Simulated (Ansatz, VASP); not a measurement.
Cd2C in VASP and in Ansatz

```
Cd C
1.0
     4.59874    0.00000    0.00000
    -2.29937    3.98262    0.00000
     0.00000    0.00000    3.25307
Cd C
2 1
Direct
  0.33333 0.66667 0.99065
  0.66667 0.33333 0.99065
  0.00000 0.00000 0.86911
```

Alike in both runs: functional PBE; k mesh 6 × 6 × 4; occupations gaussian, width 0.1 eV; no spin polarisation.

Ansatz relaxed the structure, and its values are those at the end. VASP's run is a single point on that final structure, the one shown.

```csv
,VASP,Ansatz
version,VASP 6.6.1,Ansatz 0.2.0
potentials or method,"VASP PAW PBE potentials, release 64 (Cd_sv_GW, C), cutoff 700 eV","scalar-relativistic, plane waves, PAW"
valence electrons in the cell,44,44
```

```tsv
	VASP	Ansatz	Ansatz less VASP
gap on the k mesh at the Fermi level (eV)	none	none	-
pressure (GPa)	-0.1	-0.1	-0.01
```

A gap of «none» marks a metal or a gap that the smearing closes.

The k mesh is coarse, so the values compare programs but aren't converged.
